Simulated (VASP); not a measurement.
Here is a VASP 6.6.1 calculation.

Contents of POSCAR:

```
Ti
1.0
    2.9357969427      0.0000000000      0.0000000000
   -1.4678984714      2.5424747328      0.0000000000
    0.0000000000      0.0000000000      4.4971071185
Ti
2
Direct
    0.3333333333      0.6666666667      0.2500000000
    0.6666666667      0.3333333333      0.7500000000
```

Contents of INCAR.step1:

```
ALGO = Normal
EDIFF = 1E-4
ENCUT = 520
GGA = PE
ISMEAR = 0
LASPH = True
LCHARG = False
LREAL = False
LWAVE = True
NBANDS = 19
NELM = 100
PREC = Accurate
SIGMA = 0.1
```

INCAR.step2

```
ALGO = Normal
EDIFF = 1E-6
ENCUT = 520
ISIF = 2
ISMEAR = 0
ISTART = 1
LASPH = True
LCHARG = False
LMIXTAU = True
LREAL = False
LWAVE = False
METAGGA = R2SCAN
NBANDS = 19
NELM = 100
PREC = Accurate
SIGMA = 0.1
```

KPOINTS

```
k-points
0
Gamma
  24 24 12
```

Potentials or basis: VASP PAW PBE potentials, release 64 (Ti_sv).

The run is started by

```bash
$ cat potpaw_PBE.64/Ti_sv/POTCAR > POTCAR
$ cp INCAR.step1 INCAR
$ mpirun -np 1 vasp_std > vasp.out
$ cp INCAR.step2 INCAR
$ mpirun -np 1 vasp_std > vasp.out
```

What does it give for the band gap on the k mesh?

Zero (bands 12 and 13 overlap by 1.26 eV).

Estimate the pressure.

4.2 GPa.

Stress tensor (GPa, compression positive):
```
2.85 0.00 0.00
0.00 2.85 0.00
0.00 0.00 6.79
```

Caveat: the cell differs from its parent crystal (strain along c alone, the other axes held: -3.0 %); the cell stands under pressure; the PAW data sets were made with another functional, which shifts forces and pressure a little.
